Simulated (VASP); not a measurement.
## SnCl: single point with PBE

SnCl:

```
CELL_PARAMETERS angstrom
3.22648 0.00000 0.00000
-1.61324 2.79422 0.00000
0.00000 0.00000 9.73095
ATOMIC_POSITIONS crystal
Sn 0.66667 0.33333 0.81965
Sn 0.33333 0.66667 0.31965
Cl 0.66667 0.33333 0.55535
Cl 0.33333 0.66667 0.05535
```

```yaml
Program: VASP 6.6.1
Task: single point
Functional: PBE
Potentials_or_basis: VASP PAW PBE potentials, release 64 (Sn_d, Cl)
Cutoff: 520 eV
k_mesh: 9 × 9 × 3
Occupations: fermi-dirac, width 0.05 eV
Spin: no spin polarisation
```

```yaml
Pressure: 9.9 GPa
Largest_force: 0.007 eV/Å
Band_gap_on_the_k_mesh: zero (bands 21 and 22 overlap by 3.79 eV)
```

Forces on the atoms (eV/Å):
```
Sn   0.000  0.000 -0.007
Sn   0.000  0.000 -0.007
Cl   0.000  0.000  0.007
Cl   0.000  0.000  0.007
```

Levels at points of the mesh, in eV from the Fermi level:
| k point | band 17 | band 18 | band 19 | band 20 | band 21 | band 22 | band 23 | band 24 |
| --- | --- | --- | --- | --- | --- | --- | --- | --- |
| (0.00, 0.00, 0.00) | -1.39 | -1.39 | -1.32 | -1.32 | 0.69 | 4.77 | 7.29 | 7.59 |

It took 35 s on 1 thread of Oxide Virtual Turin-like Processor, on a shared host, peak memory 0.18 GiB.

Caveat: the cell stands under pressure; spin-orbit coupling is left out, which moves the levels of the heavy elements.
